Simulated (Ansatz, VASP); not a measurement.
CrPtC4N4 in VASP and in Ansatz

The input INCAR:

```
SYSTEM = CrPtC4N4
PREC     = Accurate       ! precision mode
ENCUT    = 520            ! plane-wave cutoff, eV
EDIFF    = 1E-7           ! SCF threshold, eV
ISMEAR   = 0              ! smearing method
SIGMA    = 0.1            ! smearing width, eV
LREAL    = .False.        ! projectors in reciprocal space
LASPH    = .True.         ! aspherical terms in the spheres
NELM     = 150            ! most SCF steps
ALGO     = Normal         ! electronic algorithm
ISIF     = 2              ! what is computed and relaxed
LWAVE    = .False.        ! write WAVECAR
LCHARG   = .False.        ! write CHGCAR
ISPIN    = 2              ! spin polarisation
MAGMOM   = 3 0 0 0 0 0 0 0 0 0 ! initial moments
LORBIT   = 11             ! projections on sites
LMAXMIX  = 4              ! l up to which the mixer works
GGA      = PE             ! functional
NBANDS   = 44             ! bands
```

The input KPOINTS:

```
regular mesh
0
Gamma
  4 4 4
  0 0 0
```

POSCAR

```
CrPtC4N4
1.0
    5.9086026500      0.0000000000      0.0000000000
    0.0000000000      5.9086026500      0.0000000000
    0.0000000000      0.0000000000      5.9086026500
Cr Pt C N
1 1 4 4
Direct
    0.5000000000      0.5000000000      0.5000000000
    0.0000000000      0.0000000000      0.0000000000
    0.1873167900      0.1873167900      0.1873167900
    0.1873167900      0.8126832100      0.8126832100
    0.8126832100      0.1873167900      0.8126832100
    0.8126832100      0.8126832100      0.1873167900
    0.3016415900      0.3016415900      0.3016415900
    0.3016415900      0.6983584100      0.6983584100
    0.6983584100      0.3016415900      0.6983584100
    0.6983584100      0.6983584100      0.3016415900
```

Input for Ansatz:

```yaml
crystal:
  lattice:
    - [5.90860265, 0.0, 0.0]
    - [0.0, 5.90860265, 0.0]
    - [0.0, 0.0, 5.90860265]
  atoms:
    - { symbol: Cr, position: [0.5, 0.5, 0.5], spin: 3.0 }
    - { symbol: Pt, position: [0.0, 0.0, 0.0] }
    - { symbol: C, position: [0.18731679, 0.18731679, 0.18731679] }
    - { symbol: C, position: [0.18731679, 0.81268321, 0.81268321] }
    - { symbol: C, position: [0.81268321, 0.18731679, 0.81268321] }
    - { symbol: C, position: [0.81268321, 0.81268321, 0.18731679] }
    - { symbol: "N", position: [0.30164159, 0.30164159, 0.30164159] }
    - { symbol: "N", position: [0.30164159, 0.69835841, 0.69835841] }
    - { symbol: "N", position: [0.69835841, 0.30164159, 0.69835841] }
    - { symbol: "N", position: [0.69835841, 0.69835841, 0.30164159] }
basis:
  ecutwfc: 420
kpoints:
  mp_grid: { grid: [4, 4, 4] }
hamiltonian:
  xc: pbe
scf:
  occupations: { method: gaussian, width: 0.1 }
  lower_state_search: "off"
output:
  forces: true
  stress: true
  eigenvalues: true
  populations: true
magnetization:
  spin_polarized: true
```

Alike in both runs: task single point; functional PBE; k mesh 4 × 4 × 4; occupations gaussian, width 0.1 eV; collinear spin.

```csv
,VASP,Ansatz
version,VASP 6.6.1,Ansatz 0.2.0
potentials or method,"VASP PAW PBE potentials, release 64 (Cr_pv, Pt, C, N), cutoff 520 eV","scalar-relativistic, plane waves, PAW"
valence electrons in the cell,58,68
```

Ansatz gave:

- gap on the k mesh at the Fermi level (eV): none
- pressure (GPa): 1.8
- rms of the force components (eV/Å): 1.058
- net moment per atom (μB): 0.20
- size of the moment on the site where the two differ most (μB): 2.55

Q: Estimate VASP's values.

A: gap on the k mesh at the Fermi level (eV): none; pressure (GPa): 2.2; rms of the force components (eV/Å): 1.190; net moment per atom (μB): 0.20; size of the moment on the site where the two differ most (μB): 2.98.

Site moments also hang on the region over which each program counts them. Atom by atom the forces differ by 0.172 eV/Å (rms over components). A gap of «none» marks a metal or a gap that the smearing closes. VASP's potentials hold 58 valence electrons a cell and Ansatz's 68, so a difference there can come from the potentials and not from the codes.

Spin-orbit coupling is off throughout. Noted on VASP's run: the standard files for N, O and F lose accuracy on very short bonds.
